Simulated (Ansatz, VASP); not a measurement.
**InSe: VASP beside Ansatz**

INCAR

```
ALGO = Normal
DIPOL = 0.5 0.5 0.500
EDIFF = 1E-6
ENCUT = 520
GGA = PE
IDIPOL = 3
ISIF = 2
ISMEAR = 0
IVDW = 12
LASPH = T
LCHARG = F
LDIPOL = T
LREAL = F
LWAVE = F
NBANDS = 27
NELM = 80
PREC = Accurate
SIGMA = 0.02
```

KPOINTS

```
k-points
0
Gamma
  9 9 1
```

File POSCAR:

```
InSe
1.0
    4.0940000000      0.0000000000      0.0000000000
   -2.0470000000      3.5455080031      0.0000000000
    0.0000000000      0.0000000000     36.7199571806
Se In
2 2
Direct
    0.0000000000      0.0000000000      0.4234745921
    0.0000000000      0.0000000000      0.5764976464
    0.6666666667      0.3333333333      0.4602840497
    0.6666666667      0.3333333333      0.5396882496
```

Input for Ansatz:

```yaml
crystal:
  lattice:
    - [4.094, 0.0, 0.0]
    - [-2.047, 3.5455080031, 0.0]
    - [0.0, 0.0, 36.7199571806]
  atoms:
    - { symbol: Se, position: [0.0, 0.0, 0.4234745921] }
    - { symbol: In, position: [0.6666666667, 0.3333333333, 0.4602840497] }
    - { symbol: In, position: [0.6666666667, 0.3333333333, 0.5396882496] }
    - { symbol: Se, position: [0.0, 0.0, 0.5764976464] }
  periodic: [true, true, false]
basis:
  ecutwfc: 420
kpoints:
  mp_grid: { grid: [9, 9, 1] }
hamiltonian:
  xc: pbe
  pseudopotentials: { kind: paw, azcp: { folder: soft_1 } }
  dispersion: d3bj
scf:
  occupations: { method: gaussian, width: 0.02 }
output:
  forces: true
  stress: true
  eigenvalues: true
```

Alike in both runs: task single point; functional PBE; dispersion D3(BJ); k mesh 9 × 9 × 1; occupations gaussian, width 0.02 eV; no spin polarisation.

|  | VASP | Ansatz |
| --- | --- | --- |
| version | VASP 6.6.1 | Ansatz 0.2.0 |
| potentials or method | VASP PAW PBE potentials, release 64 (Se, In_d), cutoff 520 eV | scalar-relativistic, plane waves, PAW |
| valence electrons in the cell | 38 | 58 |

Ansatz gave:

```
gap on the k mesh at the Fermi level (eV) : 1.50
least direct gap on the mesh (eV)         : 1.55
rms of the force components (eV/Å)        : 0.233
```

Question: Which values does VASP return?

Answer: gap on the k mesh at the Fermi level (eV): 1.49; least direct gap on the mesh (eV): 1.55; rms of the force components (eV/Å): 0.228.

VASP's potentials hold 38 valence electrons a cell and Ansatz's 58, so a difference there can come from the potentials and not from the codes. Ansatz's warnings: structure snapped to symmetry.
